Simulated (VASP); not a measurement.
# TePb (Pm-3m) in VASP: further runs

Runs on TePb. Level: PBE+D3(BJ). Tasks: single point.

All numbers are computed with VASP 6.6.1; they aren't measurements. Logs are shortened: lines on timing, memory, paths and dates and some standing lists are left out, and cuts for length are marked.

## (1) The cell of the first run

Symmetry: Pm-3m, No. 221, cubic system. Conventional cell: a = 3.763 Å, b = 3.763 Å, c = 3.763 Å, α = 90.00°, β = 90.00°, γ = 90.00°. Te (site symmetry m-3m) has 8 Pb at 3.26 Å and 6 Te at 3.76 Å within 4.3 Å. Within 4.3 Å of Pb (site symmetry m-3m) lie 8 Te at 3.26 Å and 6 Pb at 3.76 Å.

## (2) Single point, PBE+D3(BJ) (volume scaled by 0.88)

Contents of INCAR:

```
PREC = Accurate ; ENCUT = 520
EDIFF = 1E-7 ; ISMEAR = 0
SIGMA = 0.1 ; LREAL = False
LASPH = True ; NELM = 80
ALGO = Normal ; ISIF = 2
LWAVE = False ; LCHARG = True
GGA = PE ; IVDW = 12
LELF = True ; LVHAR = True
NBANDS = 17
```

Contents of KPOINTS:

```
Automatic mesh
0
Gamma
  10 10 10
```

Contents of POSCAR:

```
TePb
1.0
    3.7629217007      0.0000000000      0.0000000000
    0.0000000000      3.7629217007      0.0000000000
    0.0000000000      0.0000000000      3.7629217007
Te Pb
1 1
Direct
    0.5000000000      0.5000000000      0.5000000000
    0.0000000000      0.0000000000      0.0000000000
```

Potentials or basis: VASP PAW PBE potentials, release 64 (Te, Pb_d).

On the command line:

```console
$ cat potpaw_PBE.64/Te/POTCAR potpaw_PBE.64/Pb_d/POTCAR > POTCAR
$ mpirun -np 1 vasp_std > vasp.out
```

OUTCAR:

```text
PREC = Accurate
   ENCUT = 520
   EDIFF = 1E-7
   ISMEAR = 0
   LREAL = False
   LASPH = True
   NELM = 80
   ISIF = 2
   GGA = PE
   IVDW = 12
 IVDW          = 12

 ion  position               nearest neighbor table
   1  0.500  0.500  0.500-   2 3.26   2 3.26   2 3.26   2 3.26   2 3.26   2 3.26   2 3.26   2 3.26

   2  0.000  0.000  0.000-   1 3.26   1 3.26   1 3.26   1 3.26   1 3.26   1 3.26   1 3.26   1 3.26

  LATTYP: Found a simple cubic cell.
 ALAT       =     3.7629217007

  Lattice vectors:

 A1 = (   3.7629217007,   0.0000000000,   0.0000000000)
 A2 = (   0.0000000000,   3.7629217007,   0.0000000000)
 A3 = (   0.0000000000,   0.0000000000,   3.7629217007)

Analysis of symmetry for initial positions (statically):
=====================================================================
 Subroutine PRICEL returns:
 Original cell was already a primitive cell.

 Routine SETGRP: Setting up the symmetry group for a
 simple cubic supercell.

 Subroutine GETGRP returns: Found 48 space group operations
 (whereof 48 operations were pure point group operations)
 out of a pool of 48 trial point group operations.

The static configuration has the point symmetry O_h .

Analysis of symmetry for dynamics (positions and initial velocities):
=====================================================================
 Subroutine PRICEL returns:
 Original cell was already a primitive cell.

 Routine SETGRP: Setting up the symmetry group for a
 simple cubic supercell.

 Subroutine GETGRP returns: Found 48 space group operations
 (whereof 48 operations were pure point group operations)
 out of a pool of 48 trial point group operations.

The dynamic configuration has the point symmetry O_h .

 Subroutine INISYM returns: Found 48 space group operations
 (whereof 48 operations are pure point group operations),
 and found     1 'primitive' translations

----------------------------------------------------------------------------------------

                                     Primitive cell

  volume of cell :      53.2814

  direct lattice vectors                    reciprocal lattice vectors
     3.762921701  0.000000000  0.000000000     0.265750946  0.000000000  0.000000000
     0.000000000  3.762921701  0.000000000     0.000000000  0.265750946  0.000000000
     0.000000000  0.000000000  3.762921701     0.000000000  0.000000000  0.265750946

  length of vectors
     3.762921701  3.762921701  3.762921701     0.265750946  0.265750946  0.265750946

  position of ions in fractional coordinates (direct lattice)
     0.500000000  0.500000000  0.500000000
     0.000000000  0.000000000  0.000000000

  ion indices of the primitive-cell ions
   primitive index   ion index
                 1           1
                 2           2

----------------------------------------------------------------------------------------

 KPOINTS: Automatic mesh

Automatic generation of k-mesh.
 Grid dimensions read from file:
 generate k-points for:   10   10   10

 Generating k-lattice:

  Cartesian coordinates                     Fractional coordinates (reciprocal lattice)
     0.026575095  0.000000000  0.000000000     0.100000000  0.000000000  0.000000000
     0.000000000  0.026575095  0.000000000     0.000000000  0.100000000  0.000000000
     0.000000000  0.000000000  0.026575095     0.000000000  0.000000000  0.100000000

  Length of vectors
     0.026575095  0.026575095  0.026575095

  Shift w.r.t. Gamma in fractional coordinates (k-lattice)
     0.000000000  0.000000000  0.000000000

 Subroutine IBZKPT returns following result:
 ===========================================

 Found     56 irreducible k-points:

 Following reciprocal coordinates:
            Coordinates               Weight
  0.000000  0.000000  0.000000      1.000000
  0.100000  0.000000  0.000000      6.000000
  0.200000  0.000000  0.000000      6.000000
  0.300000  0.000000  0.000000      6.000000
  0.400000  0.000000  0.000000      6.000000
  0.500000  0.000000  0.000000      3.000000
[... 16 lines left out ...]
  0.200000  0.100000  0.100000     24.000000
  0.300000  0.100000  0.100000     24.000000
 [... further k-points ...]
   k-points           NKPTS =     56   k-points in BZ     NKDIM =     56   number of bands    NBANDS=     17
   number of dos      NEDOS =    301   number of ions     NIONS =      2
   total plane-waves  NPLWV =  21952
   dimension x,y,z NGX =    28 NGY =   28 NGZ =   28
   dimension x,y,z NGXF=    56 NGYF=   56 NGZF=   56
   ions per type =               1   1
   NGX,Y,Z   is equivalent  to a cutoff of  12.37, 12.37, 12.37 a.u.
   NGXF,Y,Z  is equivalent  to a cutoff of  24.74, 24.74, 24.74 a.u.
 SYSTEM =  unknown system
   PREC   = accura    normal or accurate (medium, high low for compatibility)
   ISTART =      0    job   : 0-new  1-cont  2-samecut
   ICHARG =      2    charge: 1-file 2-atom 10-const
   ISPIN  =      1    spin polarized calculation?
   LNONCOLLINEAR =      F non collinear calculations
   LSORBIT =      F    spin-orbit coupling
   LASPH  =      T    aspherical Exc in radial PAW
   ENCUT  =  520.0 eV  38.22 Ry    6.18 a.u.   7.00  7.00  7.00*2*pi/ulx,y,z
   NELM   =     80;   NELMIN=  2; NELMDL= -5     # of ELM steps
   EDIFF  = 0.1E-06   stopping-criterion for ELM
   LREAL  =      F    real-space projection
   EDIFFG = 0.1E-05   stopping-criterion for IOM
   NSW    =      0    number of steps for IOM
   IBRION =     -1    ionic relax: 0-MD 1-quasi-New 2-CG
   NFREE  =      0    steps in history (QN), initial steepest desc. (CG)
   ISIF   =      2    stress and relaxation
   ISYM   =      2    0-nonsym 1-usesym 2-fastsym
   POTIM  = 0.5000    time-step for ionic-motion
   TEBEG  =    0.0;   TEEND  =   0.0 temperature during run
   PSTRESS=    0.0 pullay stress
   NELECT =      20.0000    total number of electrons
   NUPDOWN=      -1.0000    fix difference up-down
   EMIN   =  10.00;   EMAX   =-10.00  energy-range for DOS
   EFERMI =   0.00;   METHOD = LEGACY
   ISMEAR =     0;   SIGMA  =   0.10  broadening in eV -4-tet -1-fermi 0-gaus
   EFERMI_NEDOS =   21; number of points for ismear=-14 and -15
   IALGO  =     38    algorithm
   IMIX   =      4    mixing-type and parameters
     AMIX     =   0.40;   BMIX     =  1.00
     AMIX_MAG =   1.60;   BMIX_MAG =  1.00
  volume/ion in A,a.u.               =      26.64       179.78
  Fermi-wavevector in a.u.,A,eV,Ry     =   1.180936  2.231645 18.974815  1.394610
  Thomas-Fermi vector in A             =   2.317219
   LORBIT       =      0    0 simple, 1 ext, 2 COOP (PROOUT), +10 PAW based schemes
   GGA     = PE    functional components
   LHFCALC =     F    Hartree Fock is set to
   AEXX    =    0.0000 exact exchange contribution
   IVDW    =    12    specifies the selected vdW correction
   LEPSILON=     F    determine dielectric tensor
   LRPA    =     F    only Hartree local field effects (RPA)
 non-spin polarized calculation
 Gauss-broadening in eV      SIGMA  =   0.10
  energy-cutoff  :      520.00
  volume of cell :       53.28
 maximum number of plane-waves:      1472
 NGX is ok and might be reduce to    28
   NGX = 13   NGY = 13   NGZ = 13

 number of electron      20.0000013 magnetization

 Free energy of the ion-electron system (eV)
  ---------------------------------------------------
  ext. energy  EPLUGINS =         0.00000000
  ---------------------------------------------------
  free energy    TOTEN  =        -6.77406992 eV

  energy without entropy =       -6.76817338  energy(sigma->0) =       -6.77112165

 E-fermi :   8.6031     XC(G=0): -10.5609

 val. band max:        8.5872793986   @ k =   0.2000   0.1000   0.1000
 cond. band min:       8.6322323219   @ k =   0.4000   0.3000   0.0000
 fundamental gap:      0.0449529233
 Fermi energy:         8.6031100909

 k-point     1 :       0.0000    0.0000    0.0000
  band No.  band energies     occupation
      1      -8.4616      2.00000
      2      -8.4616      2.00000
      3      -8.3128      2.00000
      4      -8.3128      2.00000
      5      -8.3128      2.00000
      6      -4.8466      2.00000
[... 9 lines left out ...]
     16      20.4131      0.00000
     17      20.4172      0.00000

 k-point     2 :       0.1000    0.0000    0.0000
  band No.  band energies     occupation
      1      -8.4608      2.00000
      2      -8.4494      2.00000
      3      -8.3180      2.00000
      4      -8.3180      2.00000
      5      -8.3125      2.00000
      6      -4.7459      2.00000
[... 9 lines left out ...]
     16      19.5025      0.00000
     17      19.6908      0.00000

 k-point     3 :       0.2000    0.0000    0.0000
  band No.  band energies     occupation
      1      -8.4588      2.00000
      2      -8.4174      2.00000
      3      -8.3317      2.00000
      4      -8.3317      2.00000
      5      -8.3117      2.00000
      6      -4.4475      2.00000
[... 9 lines left out ...]
     16      18.1618      0.00000
     17      19.6286      0.00000

 k-point     4 :       0.3000    0.0000    0.0000
  band No.  band energies     occupation
      1      -8.4563      2.00000
      2      -8.3783      2.00000
      3      -8.3484      2.00000
      4      -8.3484      2.00000
      5      -8.3106      2.00000
      6      -3.9699      2.00000
[... 9 lines left out ...]
     16      16.9647      0.00000
     17      20.0808      0.00000

 k-point     5 :       0.4000    0.0000    0.0000
  band No.  band energies     occupation
      1      -8.4543      2.00000
      2      -8.3619      2.00000
      3      -8.3619      2.00000
      4      -8.3468      2.00000
      5      -8.3098      2.00000
      6      -3.3844      2.00000
[... 9 lines left out ...]
     16      19.3808      0.00000
     17      20.6910      0.00000

 k-point     6 :       0.5000    0.0000    0.0000
  band No.  band energies     occupation
      1      -8.4535      2.00000
      2      -8.3670      2.00000
      3      -8.3670      2.00000
      4      -8.3349      2.00000
      5      -8.3094      2.00000
      6      -3.0220      2.00000
[... 9 lines left out ...]
     16      20.6992      0.00000
     17      21.7477      0.00000

 k-point     7 :       0.1000    0.1000    0.0000
  band No.  band energies     occupation
      1      -8.4544      2.00000
      2      -8.4427      2.00000
      3      -8.3239      2.00000
      4      -8.3186      2.00000
      5      -8.3167      2.00000
      6      -4.6449      2.00000
[... 9 lines left out ...]
     16      18.8037      0.00000
     17      19.0488      0.00000

 k-point     8 :       0.2000    0.1000    0.0000
  band No.  band energies     occupation
      1      -8.4502      2.00000
      2      -8.4126      2.00000
      3      -8.3392      2.00000
      4      -8.3312      2.00000
      5      -8.3164      2.00000
      6      -4.3462      2.00000
[... 9 lines left out ...]
     16      18.2156      0.00000
     17      18.7298      0.00000
[... 203 lines left out ...]
      1      -8.4606      2.00000
      2      -8.3969      2.00000
      3      -8.3513      2.00000
      4      -8.3496      2.00000
      5      -8.2695      2.00000
      6      -2.1684      2.00000
[... 9 lines left out ...]
     16      17.2251      0.00000
     17      17.6808      0.00000

 k-point    20 :       0.5000    0.4000    0.0000
  band No.  band energies     occupation
      1      -8.4704      2.00000
      2      -8.3939      2.00000
      3      -8.3547      2.00000
      4      -8.3492      2.00000
      5      -8.2583      2.00000
      6      -1.9581      2.00000
[... 9 lines left out ...]
     16      16.8730      0.00000
     17      17.0764      0.00000

 k-point    21 :       0.5000    0.5000    0.0000
  band No.  band energies     occupation
      1      -8.4808      2.00000
      2      -8.3906      2.00000
      3      -8.3534      2.00000
      4      -8.3534      2.00000
      5      -8.2474      2.00000
      6      -1.7994      2.00000
[... 9 lines left out ...]
     16      16.6527      0.00000
     17      16.6527      0.00000

 k-point    22 :       0.1000    0.1000    0.1000
  band No.  band energies     occupation
      1      -8.4419      2.00000
      2      -8.4419      2.00000
      3      -8.3259      2.00000
      4      -8.3221      2.00000
      5      -8.3221      2.00000
      6      -4.5438      2.00000
[... 9 lines left out ...]
     16      18.9256      0.00000
     17      18.9256      0.00000

 k-point    23 :       0.2000    0.1000    0.1000
  band No.  band energies     occupation
      1      -8.4399      2.00000
      2      -8.4094      2.00000
      3      -8.3409      2.00000
      4      -8.3362      2.00000
      5      -8.3215      2.00000
      6      -4.2454      2.00000
[... 9 lines left out ...]
     16      18.3702      0.00000
     17      18.7166      0.00000

 k-point    24 :       0.3000    0.1000    0.1000
  band No.  band energies     occupation
      1      -8.4374      2.00000
      2      -8.3695      2.00000
      3      -8.3598      2.00000
      4      -8.3535      2.00000
      5      -8.3199      2.00000
      6      -3.7706      2.00000
[... 9 lines left out ...]
     16      17.9229      0.00000
     17      18.0742      0.00000

 [... further k-points ...]

------------------------ aborting loop because EDIFF is reached ----------------------------------------

 Edisp (eV)   -1.01145

 E8    (eV) :    -0.4851

  FORCE on cell =-STRESS in cart. coord.  units (eV):
  Direction    XX          YY          ZZ          XY          YZ          ZX
  --------------------------------------------------------------------------------------
  -------------------------------------------------------------------------------------
  Total       2.54963     2.54963     2.54963     0.00000     0.00000     0.00000
  in kB      76.66764    76.66764    76.66764     0.00000     0.00000     0.00000
  external pressure =       76.67 kB  Pullay stress =        0.00 kB

 VOLUME and BASIS-vectors are now :
 -----------------------------------------------------------------------------
  energy-cutoff  :      520.00
  volume of cell :       53.28
      direct lattice vectors                 reciprocal lattice vectors
     3.762921701  0.000000000  0.000000000     0.265750946  0.000000000  0.000000000
     0.000000000  3.762921701  0.000000000     0.000000000  0.265750946  0.000000000
     0.000000000  0.000000000  3.762921701     0.000000000  0.000000000  0.265750946

 POSITION                                       TOTAL-FORCE (eV/Angst)
 -----------------------------------------------------------------------------------
      1.88146      1.88146      1.88146         0.000000      0.000000      0.000000
      0.00000      0.00000      0.00000         0.000000      0.000000      0.000000
 -----------------------------------------------------------------------------------
    total drift:                               -0.000000      0.000000     -0.000000

  FREE ENERGIE OF THE ION-ELECTRON SYSTEM (eV)
  ---------------------------------------------------
  free  energy   TOTEN  =        -7.7855214288 eV

  energy  without entropy=       -7.7796248833  energy(sigma->0) =       -7.78257316
```

Wall time 61 s (1 thread of Intel Xeon Platinum 8259CL at 2.50GHz (Skylake/Cascade Lake), shared host); peak memory 0.2 GiB.

Results:

| Item | Value |
| --- | --- |
| Free energy | -7.7855 eV |
| Pressure | 7.7 GPa |
| Band gap on the k mesh | zero (band 10 reaches 8.96 eV, above the bottom of band 11 at 7.05 eV) |
| Dispersion energy per atom | -0.506 eV |

Caveat: spin-orbit coupling is left out, which moves the levels of the heavy elements; pairwise dispersion overbinds metals, which lowers pressure and volume.

## (3) Single point, PBE+D3(BJ) (volume scaled by 0.91)

Contents of INCAR:

```
SYSTEM = TePb
ALGO = Normal ; EDIFF = 1E-6
ENCUT = 520 ; GGA = PE
ISIF = 2 ; ISMEAR = 0
IVDW = 12 ; LASPH = .True.
LCHARG = .False. ; LREAL = .False.
LWAVE = .False. ; NBANDS = 17
NELM = 60 ; PREC = Accurate
SIGMA = 0.1
```

Contents of KPOINTS:

```
k-points
0
Gamma
  10 10 10
  0 0 0
```

Contents of POSCAR:

```
TePb
1.0
    3.8052052590      0.0000000000      0.0000000000
    0.0000000000      3.8052052590      0.0000000000
    0.0000000000      0.0000000000      3.8052052590
Te Pb
1 1
Direct
    0.5000000000      0.5000000000      0.5000000000
    0.0000000000      0.0000000000      0.0000000000
```

Potentials or basis: VASP PAW PBE potentials, release 64 (Te, Pb_d).

On the command line:

```console
$ cat potpaw_PBE.64/Te/POTCAR potpaw_PBE.64/Pb_d/POTCAR > POTCAR
$ mpirun -np 1 vasp_std > vasp.out
```

It took 40 s on 1 thread of Intel Xeon Platinum 8259CL at 2.50GHz (Skylake/Cascade Lake), shared host; peak memory 0.2 GiB.

The run converged. Its results:

```
Free energy                : -7.8585 eV
Pressure                   : 5.2 GPa
Band gap on the k mesh     : zero (band 10 reaches 8.49 eV, above the bottom of band 11 at 6.72 eV)
Dispersion energy per atom : -0.489 eV
```

Levels at points of the mesh, in eV from the Fermi level:
| k point | band 6 | band 7 | band 8 | band 9 | band 10 | band 11 | band 12 | band 13 | band 14 | band 15 |
| --- | --- | --- | --- | --- | --- | --- | --- | --- | --- | --- |
| (0.00, 0.00, 0.00) | -13.17 | -6.19 | -1.86 | -1.86 | -1.86 | 3.86 | 3.86 | 6.40 | 6.40 | 6.40 |
| (0.50, 0.00, 0.00) | -11.45 | -9.61 | -0.35 | -0.09 | -0.09 | 0.52 | 2.57 | 2.57 | 5.11 | 7.02 |
| (0.50, 0.50, 0.00) | -10.33 | -7.94 | -5.22 | -5.22 | 0.34 | 4.13 | 4.27 | 4.27 | 6.40 | 7.66 |
| (0.50, 0.50, 0.50) | -9.84 | -6.87 | -2.93 | -2.93 | -2.93 | -1.42 | -1.42 | -1.42 | 15.27 | 15.27 |

Caveat: spin-orbit coupling is left out, which moves the levels of the heavy elements; pairwise dispersion overbinds metals, which lowers pressure and volume.

## (4) Single point, PBE+D3(BJ) (volume scaled by 0.94)

Contents of INCAR:

```
ALGO = Normal
EDIFF = 1E-7
ENCUT = 520
GGA = PE
ISIF = 2
ISMEAR = 0
IVDW = 12
LASPH = True
LCHARG = False
LREAL = False
LWAVE = False
NBANDS = 17
NELM = 80
PREC = Accurate
SIGMA = 0.1
```

Contents of KPOINTS:

```
k-points
0
Gamma
  10 10 10
```

Contents of POSCAR:

```
TePb
1.0
    3.8465694264      0.0000000000      0.0000000000
    0.0000000000      3.8465694264      0.0000000000
    0.0000000000      0.0000000000      3.8465694264
Te Pb
1 1
Direct
    0.5000000000      0.5000000000      0.5000000000
    0.0000000000      0.0000000000      0.0000000000
```

On the command line:

```console
$ cat potpaw_PBE.64/Te/POTCAR potpaw_PBE.64/Pb_d/POTCAR > POTCAR
$ mpirun -np 1 vasp_std > vasp.out
```

Wall time 57 s (1 thread of Intel Xeon Platinum 8259CL at 2.50GHz (Skylake/Cascade Lake), shared host); peak memory 0.21 GiB.

The run converged. Its results:

| Property | Result |
| --- | --- |
| Free energy | -7.9057 eV |
| Pressure | 3.1 GPa |
| Band gap on the k mesh | zero (band 10 reaches 8.06 eV, above the bottom of band 11 at 6.42 eV) |
| Dispersion energy per atom | -0.474 eV |

Levels at points of the mesh, in eV from the Fermi level:
| k point | band 6 | band 7 | band 8 | band 9 | band 10 | band 11 | band 12 | band 13 | band 14 | band 15 |
| --- | --- | --- | --- | --- | --- | --- | --- | --- | --- | --- |
| (0.00, 0.00, 0.00) | -12.91 | -6.30 | -1.77 | -1.77 | -1.77 | 3.92 | 3.92 | 6.16 | 6.16 | 6.16 |
| (0.50, 0.00, 0.00) | -11.28 | -9.44 | -0.43 | -0.09 | -0.09 | 0.47 | 2.55 | 2.55 | 5.19 | 7.00 |
| (0.50, 0.50, 0.00) | -10.26 | -7.89 | -5.01 | -5.01 | 0.34 | 4.02 | 4.17 | 4.17 | 6.34 | 7.50 |
| (0.50, 0.50, 0.50) | -9.79 | -6.90 | -2.80 | -2.80 | -2.80 | -1.30 | -1.30 | -1.30 | 14.92 | 14.92 |

Caveat: spin-orbit coupling is left out, which moves the levels of the heavy elements; pairwise dispersion overbinds metals, which lowers pressure and volume.

## (5) Overview

| cell | gap on the mesh (eV) | pressure (GPa) |
| --- | --- | --- |
| a = 3.763 Å, 2 atoms | none | 7.7 |
| a = 3.805 Å, 2 atoms | none | 5.2 |
| a = 3.847 Å, 2 atoms | none | 3.1 |

Alike in all rows: task single point; level PBE+D3(BJ); potentials or basis VASP PAW PBE potentials, release 64 (Te, Pb_d); no spin polarisation; k mesh 10 × 10 × 10; cutoff (eV) 520; smearing gaussian 0.1 eV.

Caveats: spin-orbit coupling is left out, which moves the levels of the heavy elements; pairwise dispersion overbinds metals, which lowers pressure and volume.

Total energies depend on the potentials used, so only differences within one code and one set of settings carry meaning.
